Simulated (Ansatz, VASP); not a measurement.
**One calculation of MgS, two programs**

```
CELL_PARAMETERS angstrom
3.99352 0.00000 0.00000
-1.99676 3.45849 0.00000
0.00000 0.00000 6.33806
ATOMIC_POSITIONS crystal
Mg 0.66667 0.33333 0.49580
Mg 0.33333 0.66667 0.99580
S 0.33333 0.66667 0.37919
S 0.66667 0.33333 0.87919
```

Alike in both runs: functional PBEsol; dispersion D3(BJ); k mesh 5 × 5 × 3; no spin polarisation.

Ansatz relaxed the structure, and its values are those at the end. VASP's run is a single point on that final structure, the one shown.

```csv
,VASP,Ansatz
version,VASP 6.6.1,Ansatz 0.2.0
potentials or method,"VASP PAW PBE potentials, release 64 (Mg, S), cutoff 520 eV","plane waves, PAW"
occupations,"gaussian, width 0.01 eV",fixed
valence electrons in the cell,16,32
```

|  | VASP | Ansatz | Ansatz less VASP |
| --- | --- | --- | --- |
| pressure (GPa) | 0.0 | 0.0 | +0.08 |

VASP's potentials were made for PBE, not for PBEsol. VASP's potentials hold 16 valence electrons a cell and Ansatz's 32, so a difference there can come from the potentials and not from the codes.
